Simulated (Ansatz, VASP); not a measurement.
## Ti in VASP and in Ansatz

The input INCAR:

```
ALGO = Normal
EDIFF = 1E-6
ENCUT = 520
GGA = CA
ISIF = 2
ISMEAR = 0
ISPIN = 2
LASPH = T
LCHARG = F
LMAXMIX = 4
LORBIT = 11
LREAL = F
LWAVE = F
MAGMOM = 1
NBANDS = 16
NELM = 150
PREC = Accurate
SIGMA = 0.1
```

KPOINTS

```
k-points
0
Gamma
  11 11 11
```

File POSCAR:

```
Ti
1.0
    0.0000000000      2.0025642044      2.0025642044
    2.0025642044      0.0000000000      2.0025642044
    2.0025642044      2.0025642044      0.0000000000
Ti
1
Direct
    0.0000000000      0.0000000000      0.0000000000
```

input.yaml

```yaml
crystal:
  lattice:
    - [0.0, 2.0025642044, 2.0025642044]
    - [2.0025642044, 0.0, 2.0025642044]
    - [2.0025642044, 2.0025642044, 0.0]
  atoms:
    - { symbol: Ti, position: [0.0, 0.0, 0.0], spin: 1.0 }
hamiltonian:
  xc: lda
  pseudopotentials: { kind: paw, source: jth }
magnetization:
  spin_polarized: true
kpoints:
  mp_grid: { grid: [11, 11, 11] }
  band_path:
    path:
      - [[0.0, 0.0, 0.0], [0.5, 0.0, 0.5], [0.5, 0.25, 0.75], [0.375, 0.375, 0.75], [0.0, 0.0, 0.0], [0.5, 0.5, 0.5], [0.625, 0.25, 0.625], [0.5, 0.25, 0.75], [0.5, 0.5, 0.5], [0.375, 0.375, 0.75]]
      - [[0.625, 0.25, 0.625], [0.5, 0.0, 0.5]]
    npoints: 14
scf:
  occupations: { method: gaussian, width: 0.1 }
  n_extra_bands: 6
output:
  forces: true
  stress: true
  eigenvalues: true
  fatbands: false
```

Alike in both runs: functional LDA; k mesh 11 × 11 × 11; occupations gaussian, width 0.1 eV; collinear spin.

```csv
,VASP,Ansatz
version,VASP 6.6.1,Ansatz 0.2.0
potentials or method,"VASP PAW LDA potentials, release 64 (Ti_sv)",JTH PAW LDA
plane-wave cutoff (eV),520,1230
valence electrons in the cell,12,12
task,single point,band structure
```

|  | VASP | Ansatz | Ansatz less VASP |
| --- | --- | --- | --- |
| gap on the k mesh at the Fermi level (eV) | none | none | - |
| pressure (GPa) | -0.7 | -0.3 | +0.46 |
| net moment per atom (μB) | 0.00 | 0.00 | 0.000 |

LDA's correlation is that of Perdew and Zunger in VASP and of Perdew and Wang (1992) in Ansatz. A gap of «none» marks a metal or a gap that the smearing closes.
